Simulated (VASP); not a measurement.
The system is PtSe.

```
CELL_PARAMETERS angstrom
3.70187 0.00000 0.00000
-1.85094 3.20591 0.00000
0.00000 0.00000 3.61284
ATOMIC_POSITIONS crystal
Pt 0.00000 0.00000 0.00000
Se 0.66667 0.33333 0.50000
```

```yaml
Program: VASP 6.6.1
Task: relaxation of cell and atoms
Functional: BLYP
Potentials_or_basis: VASP PAW PBE potentials, release 64 (Pt, Se)
Cutoff: 600 eV
k_mesh: 8 × 8 × 7
Occupations: fermi-dirac, width 0.05 eV
Spin: no spin polarisation
```

At the start: pressure -4.2 GPa; volume 21.44 Å³/atom.

Problem. Where does the relaxation end?

Solution. Over 8 steps the energy falls by 29.5 meV/atom and the volume is 20.79 Å³/atom (-3.0 %); space group P-6m2 (No. 187, to 0.1 Å) before and after.

The path:
```tsv
step	energy change (eV)	largest force (eV/Å)	pressure (GPa)	volume (Å³)
1	0.0000	0.0000	-4.18	42.88
2	-0.0200	0.0000	4.25	39.49
3	-0.0350	0.0000	0.54	40.77
4	-0.0419	0.0000	0.42	40.91
5	-0.0552	0.0000	0.13	41.31
6	-0.0493	0.0000	-0.08	41.89
7	-0.0588	0.0000	-0.02	41.54
8	-0.0589	0.0000	-0.03	41.59
```

Final structure:
```yaml
crystal:
  lattice:
    - [3.81900, 0.00000, 0.00000]
    - [-1.90950, 3.30735, 0.00000]
    - [0.00000, 0.00000, 3.29243]
  atoms:
    - { symbol: Pt, position: [0.00000, 0.00000, 0.00000] }
    - { symbol: Se, position: [0.66667, 0.33333, 0.50000] }
```

Caveat: the PAW data sets were made with another functional, which shifts forces and pressure a little.
